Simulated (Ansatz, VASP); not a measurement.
**Two plane-wave programs on Os**

```xyz
4
Lattice="2.0623 -3.4951 0.0000 2.0623 3.4951 0.0000 0.0000 0.0000 4.1300" Properties=species:S:1:pos:R:3 pbc="T T T"
Os    2.0623    2.4291    0.3242
Os    2.0623   -1.0660    1.7408
Os    2.0623   -2.4291    3.8058
Os    2.0623    1.0660    2.3892
```

Alike in both runs: task single point; functional PBEsol; k mesh 6 × 6 × 4; occupations gaussian, width 0.1 eV; no spin polarisation.

```csv
,VASP,Ansatz
version,VASP 6.6.1,Ansatz 0.2.0
potentials or method,"VASP PAW PBE potentials, release 64 (Os), cutoff 520 eV","scalar-relativistic, plane waves, PAW"
valence electrons in the cell,32,64
```

VASP gave:

```
gap on the k mesh at the Fermi level (eV) : none
rms of the force components (eV/Å)        : 0.346
```

Problem. What did Ansatz give for the same quantities?

Solution. gap on the k mesh at the Fermi level (eV): none; rms of the force components (eV/Å): 0.378.

VASP's potentials were made for PBE, not for PBEsol. Atom by atom the forces differ by 0.170 eV/Å (rms over components). A gap of «none» marks a metal or a gap that the smearing closes. VASP's potentials hold 32 valence electrons a cell and Ansatz's 64, so a difference there can come from the potentials and not from the codes.

The k mesh is coarse, so the values compare programs but aren't converged. Neither program's run includes spin-orbit coupling.
